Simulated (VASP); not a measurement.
Write the native input for VASP 6.6.1 that does the following.

```
Task                   : single point
Functional             : PBE
Potentials or basis    : VASP PAW PBE potentials, release 64 (Sn_d, Te)
Cutoff                 : 520 eV
k mesh                 : 10 × 10 × 10
Occupations            : gaussian, width 0.03 eV
Spin                   : no spin polarisation
Dipole correction      : no
Further INCAR settings : ALGO = Normal; EDIFF = 1e-06; NBANDS = 17
```

The structure of SnTe lies in POSCAR:

```
SnTe
1.0
    0.0000000000      3.1565000000      3.0302400000
    3.1565000000      0.0000000000      3.0302400000
    3.1565000000      3.1565000000      0.0000000000
Sn Te
1 1
Direct
    0.0000000000      0.0000000000      0.0000000000
    0.5000000000      0.5000000000      0.5000000000
```

This cell differs from its parent crystal: strain +0.000 along x and y, -0.040 along z.

These files were run (other wordings do the same):

INCAR

```
SYSTEM = SnTe
ALGO     = Normal         ! electronic algorithm
EDIFF    = 1E-6           ! SCF threshold, eV
ENCUT    = 520            ! plane-wave cutoff, eV
GGA      = PE             ! functional
ISIF     = 2              ! what is computed and relaxed
ISMEAR   = 0              ! smearing method
LASPH    = .TRUE.         ! aspherical terms in the spheres
LCHARG   = .TRUE.         ! write CHGCAR
LELF     = .TRUE.         ! ELF
LREAL    = .FALSE.        ! projectors in reciprocal space
LVHAR    = .TRUE.       
LWAVE    = .FALSE.        ! write WAVECAR
NBANDS   = 17             ! bands
NELM     = 100            ! most SCF steps
PREC     = Accurate       ! precision mode
SIGMA    = 0.03           ! smearing width, eV
```

KPOINTS

```
k-points
0
G
  10 10 10
  0 0 0
```

Potentials or basis: VASP PAW PBE potentials, release 64 (Sn_d, Te).

Run with:

```bash
$ cat potpaw_PBE.64/Sn_d/POTCAR potpaw_PBE.64/Te/POTCAR > POTCAR
$ mpirun -np 1 vasp_std > vasp.out
```

Results of the run:

The pressure is 4.4 GPa and the band gap on the k mesh is 0.29 eV, direct.

Caveat: the cell differs from its parent crystal (strain +0.000 along x and y, -0.040 along z); spin-orbit coupling is left out, which moves the levels of the heavy elements.

It took 120 s on 1 thread of AMD EPYC 7R43 64-Core Processor (Zen 3), on a shared host, peak memory 0.24 GiB.
